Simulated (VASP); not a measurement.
# AlN (Fm-3m) in VASP: settings compared, part 2 of 2

VASP 6.6.1. Earlier steps stand in the parts before.

## 3. Single point, r2SCANh

The input, POSCAR:

```
AlN
1.0
    0.0000000000      2.0188685302      2.0188685302
    2.0188685302      0.0000000000      2.0188685302
    2.0188685302      2.0188685302      0.0000000000
Al N
1 1
Direct
    0.0000000000      0.0000000000      0.0000000000
    0.5000000000      0.5000000000      0.5000000000
```

The input, INCAR.step1:

```
SYSTEM = AlN
ALGO     = Normal         ! electronic algorithm
EDIFF    = 1E-5           ! SCF threshold, eV
ENCUT    = 520            ! plane-wave cutoff, eV
GGA      = PE             ! functional
ISIF     = 2              ! what is computed and relaxed
ISMEAR   = 0              ! smearing method
LASPH    = .True.         ! aspherical terms in the spheres
LREAL    = .False.        ! projectors in reciprocal space
LWAVE    = .True.         ! write WAVECAR
NBANDS   = 11             ! bands
NELM     = 80             ! most SCF steps
PREC     = Accurate       ! precision mode
SIGMA    = 0.01           ! smearing width, eV
```

The input, INCAR.step2:

```
SYSTEM = AlN
AEXX     = 0.1            ! exact-exchange fraction
ALGO     = Normal         ! electronic algorithm
EDIFF    = 1E-7           ! SCF threshold, eV
ENCUT    = 520            ! plane-wave cutoff, eV
ISIF     = 2              ! what is computed and relaxed
ISMEAR   = 0              ! smearing method
ISTART   = 1            
LASPH    = .True.         ! aspherical terms in the spheres
LCHARG   = .True.         ! write CHGCAR
LELF     = .True.         ! ELF
LHFCALC  = .True.         ! exact exchange
LMIXTAU  = .True.       
LREAL    = .False.        ! projectors in reciprocal space
LVHAR    = .True.       
LWAVE    = .False.        ! write WAVECAR
METAGGA  = R2SCAN         ! meta-GGA
NBANDS   = 11             ! bands
NELM     = 80             ! most SCF steps
PREC     = Accurate       ! precision mode
PRECFOCK = Normal       
SIGMA    = 0.01           ! smearing width, eV
```

The input, KPOINTS:

```
k-points
0
Gamma
  8 8 8
  0 0 0
```

Potentials or basis: VASP PAW PBE potentials, release 64 (Al, N).

Launch:

```bash
$ cat potpaw_PBE.64/Al/POTCAR potpaw_PBE.64/N/POTCAR > POTCAR
$ cp INCAR.step1 INCAR
$ mpirun -np 1 vasp_std > vasp.out
$ cp INCAR.step2 INCAR
$ mpirun -np 1 vasp_std > vasp.out
```

OUTCAR:

```text
SYSTEM = AlN
   AEXX = 0.1
   EDIFF = 1E-7
   ENCUT = 520
   ISIF = 2
   ISMEAR = 0
   ISTART = 1
   LASPH = .True.
   LHFCALC = .True.
   LREAL = .False.
   METAGGA = R2SCAN
   NELM = 80
   PREC = Accurate
   PRECFOCK = Normal

 ion  position               nearest neighbor table
   1  0.000  0.000  0.000-   2 2.02   2 2.02   2 2.02   2 2.02   2 2.02   2 2.02
   2  0.500  0.500  0.500-   1 2.02   1 2.02   1 2.02   1 2.02   1 2.02   1 2.02

  LATTYP: Found a face centered cubic cell.
 ALAT       =     4.0377370604

  Lattice vectors:

 A1 = (   0.0000000000,   2.0188685302,   2.0188685302)
 A2 = (   2.0188685302,   0.0000000000,   2.0188685302)
 A3 = (   2.0188685302,   2.0188685302,   0.0000000000)

Analysis of symmetry for initial positions (statically):
=====================================================================
 Subroutine PRICEL returns:
 Original cell was already a primitive cell.

 Routine SETGRP: Setting up the symmetry group for a
 face centered cubic supercell.

 Subroutine GETGRP returns: Found 48 space group operations
 (whereof 48 operations were pure point group operations)
 out of a pool of 48 trial point group operations.

The static configuration has the point symmetry O_h .
[... 182 lines left out ...]
      4       9.3627      2.00000
      5      16.7244      0.00000
      6      23.1435      0.00000
      7      23.1435      0.00000
      8      23.1435      0.00000
      9      28.8756      0.00000
     10      28.9413      0.00000
     11      28.9413      0.00000
[... 309 lines left out ...]
 k-point    24 :      -0.3750    0.2500    0.1250
  band No.  band energies     occupation
      1      -5.7709      2.00000
      2       1.5529      2.00000
      3       5.4394      2.00000
      4       7.2450      2.00000
      5      19.4762      0.00000
      6      19.7037      0.00000
      7      23.8036      0.00000
      8      24.1198      0.00000
      9      29.6515      0.00000
     10      30.8244      0.00000
     11      34.2480      0.00000

 [... further k-points ...]

------------------------ aborting loop because EDIFF is reached ----------------------------------------

  FORCE on cell =-STRESS in cart. coord.  units (eV):
  Direction    XX          YY          ZZ          XY          YZ          ZX
  --------------------------------------------------------------------------------------
  -------------------------------------------------------------------------------------
  Total       -0.2693230     -0.2693230     -0.2693230     -0.0000000      0.0000000      0.0000000
  in kB      -26.2198372    -26.2198372    -26.2198372     -0.0000000      0.0000000      0.0000000
  external PRESSURE =     -26.2198372 kB  Pullay stress =       0.0000000 kB

 VOLUME and BASIS-vectors are now :
 -----------------------------------------------------------------------------
  energy-cutoff  :      520.00
  volume of cell :       16.46
      direct lattice vectors                 reciprocal lattice vectors
     0.000000000  2.018868530  2.018868530    -0.247663477  0.247663477  0.247663477
     2.018868530  0.000000000  2.018868530     0.247663477 -0.247663477  0.247663477
     2.018868530  2.018868530  0.000000000     0.247663477  0.247663477 -0.247663477

 POSITION                                       TOTAL-FORCE (eV/Angst)
 -----------------------------------------------------------------------------------
      0.00000      0.00000      0.00000         0.000000     -0.000000      0.000000
      2.01887      2.01887      2.01887        -0.000000      0.000000      0.000000
 -----------------------------------------------------------------------------------
    total drift:                               -0.000000     -0.000000     -0.000000

  FREE ENERGIE OF THE ION-ELECTRON SYSTEM (eV)
  ---------------------------------------------------
  free  energy   TOTEN  =       -19.8470380507 eV

  energy  without entropy=      -19.8470380507  energy(sigma->0) =      -19.84703805
```

OUTCAR.step1:

```text
SYSTEM = AlN
   EDIFF = 1E-5
   ENCUT = 520
   GGA = PE
   ISIF = 2
   ISMEAR = 0
[... 559 lines left out ...]
      0.00000      0.00000      0.00000         0.000000      0.000000     -0.000000
      2.01887      2.01887      2.01887        -0.000000      0.000000      0.000000
 -----------------------------------------------------------------------------------
    total drift:                               -0.000000     -0.000000      0.000000

  FREE ENERGIE OF THE ION-ELECTRON SYSTEM (eV)
  ---------------------------------------------------
  free  energy   TOTEN  =       -14.5380036229 eV

  energy  without entropy=      -14.5380036229  energy(sigma->0) =      -14.53800362
```

Wall time 30 min (1 thread of Intel Xeon Platinum 8259CL at 2.50GHz (Skylake/Cascade Lake), shared host); peak memory 0.15 GiB.

What came out:

| Property | Result |
| --- | --- |
| Free energy | -19.8470 eV |
| Pressure | -2.6 GPa |
| Band gap on the k mesh | 6.26 eV (least direct gap 7.36 eV) |

Levels at points of the mesh, in eV from the valence-band top:
| k point | band 1 | band 2 | band 3 | band 4 | band 5 | band 6 | band 7 | band 8 |
| --- | --- | --- | --- | --- | --- | --- | --- | --- |
| (0.00, 0.00, 0.00) | -18.99 | 0.00 | 0.00 | 0.00 | 7.36 | 13.78 | 13.78 | 13.78 |
| (0.50, 0.00, 0.00) | -15.65 | -8.74 | -1.19 | -1.19 | 7.68 | 12.76 | 12.76 | 15.71 |
| (0.50, 0.50, 0.00) | -14.64 | -7.82 | -3.00 | -3.00 | 6.26 | 6.71 | 16.42 | 19.76 |

Caveat: the structure was generated, so it needn't be the stable form of AlN; the PAW data sets were made with another functional, which shifts forces and pressure a little. A k mesh can miss the band edges.
